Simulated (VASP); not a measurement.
# Pt: single point with PBEsol

Pt:

```
Pt
1.0
     0.00000    1.95899    1.95899
     1.95899    0.00000    1.95899
     1.95899    1.95899    0.00000
Pt
1
Cartesian
  0.0000 0.0000 0.0000
```

```json
{
 "Program": "VASP 6.6.1",
 "Task": "single point",
 "Functional": "PBEsol",
 "Potentials or basis": "VASP PAW PBE potentials, release 64 (Pt)",
 "Cutoff": "520 eV",
 "k mesh": "18 × 18 × 18",
 "Occupations": "gaussian, width 0.1 eV",
 "Spin": "no spin polarisation",
 "Dipole correction": "no",
 "Further INCAR settings": "ALGO = Normal; EDIFF = 1e-06; NBANDS = 11"
}
```

| Property | Result |
| --- | --- |
| Pressure | -0.4 GPa |
| Band gap on the k mesh | zero (bands 5 and 6 overlap by 2.24 eV) |

Levels at points of the mesh, in eV from the Fermi level:
```tsv
k point	band 3	band 4	band 5	band 6	band 7	band 8
(0.00, 0.00, 0.00)	-3.83	-3.83	-1.64	-1.64	14.61	19.59
(0.50, 0.00, 0.00)	-3.89	-0.56	0.04	0.04	5.82	14.17
(0.50, 0.50, 0.00)	0.02	0.49	0.49	1.70	8.86	11.34
```

Wall time 62 s on 1 thread of AMD EPYC 7R13, with other jobs on the host, peak memory 0.13 GiB.

Caveat: the PAW data sets were made with another functional, which shifts forces and pressure a little; spin-orbit coupling is left out, which moves the levels of the heavy elements.
